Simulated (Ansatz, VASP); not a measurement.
**Zr in VASP and in Ansatz**

The input INCAR:

```
SYSTEM = Zr
PREC = Accurate
ENCUT = 520
EDIFF = 1E-7
ISMEAR = -1
SIGMA = 0.1
LREAL = .False.
LASPH = .True.
NELM = 80
ALGO = Normal
ISIF = 2
LWAVE = .False.
LCHARG = .False.
GGA = PS
NBANDS = 19
```

The input KPOINTS:

```
Automatic mesh
0
Gamma
  12 12 12
  0 0 0
```

File POSCAR:

```
Zr
1.0
    0.0000000000      3.0694575045      3.0694575045
    3.0694575045      0.0000000000      3.0694575045
    3.0694575045      3.0694575045      0.0000000000
Zr
2
Direct
   -0.1250000000     -0.1250000000     -0.1250000000
    0.1250000000      0.1250000000      0.1250000000
```

Input for Ansatz:

```yaml
crystal:
  lattice:
    - [0.0, 3.0694575045, 3.0694575045]
    - [3.0694575045, 0.0, 3.0694575045]
    - [3.0694575045, 3.0694575045, 0.0]
  atoms:
    - { symbol: Zr, position: [-0.125, -0.125, -0.125] }
    - { symbol: Zr, position: [0.125, 0.125, 0.125] }
kpoints:
  mp_grid: { grid: [12, 12, 12] }
  band_path:
    path:
      - [0.0, 0.0, 0.0]
      - [0.5, 0.0, 0.5]
      - [0.625, 0.25, 0.625]
      - [0.375, 0.375, 0.75]
      - [0.0, 0.0, 0.0]
      - [0.5, 0.5, 0.5]
      - [0.5, 0.25, 0.75]
      - [0.5, 0.0, 0.5]
    npoints: 14
scf:
  occupations: { method: fermi_dirac, width: 0.1 }
hamiltonian:
  xc: pbesol
  pseudopotentials: { kind: all_electron, lapw: { basis_error: 0.001 } }
output:
  forces: true
  stress: true
  eigenvalues: true
  populations: true
  dos: { projected: true, de: 0.2, e_range: [-14, 8] }
```

Alike in both runs: task single point; functional PBEsol; k mesh 12 × 12 × 12; occupations fermi-dirac, width 0.1 eV; no spin polarisation.

|  | VASP | Ansatz |
| --- | --- | --- |
| version | VASP 6.6.1 | Ansatz 0.2.0 |
| potentials or method | VASP PAW PBE potentials, release 64 (Zr_sv), cutoff 520 eV | all-electron LAPW, scalar-relativistic |

```tsv
	VASP	Ansatz	Ansatz less VASP
pressure (GPa)	0.2	0.1	-0.13
```

VASP's potentials were made for PBE, not for PBEsol. Ansatz ran all-electron here, and VASP with PAW potentials.
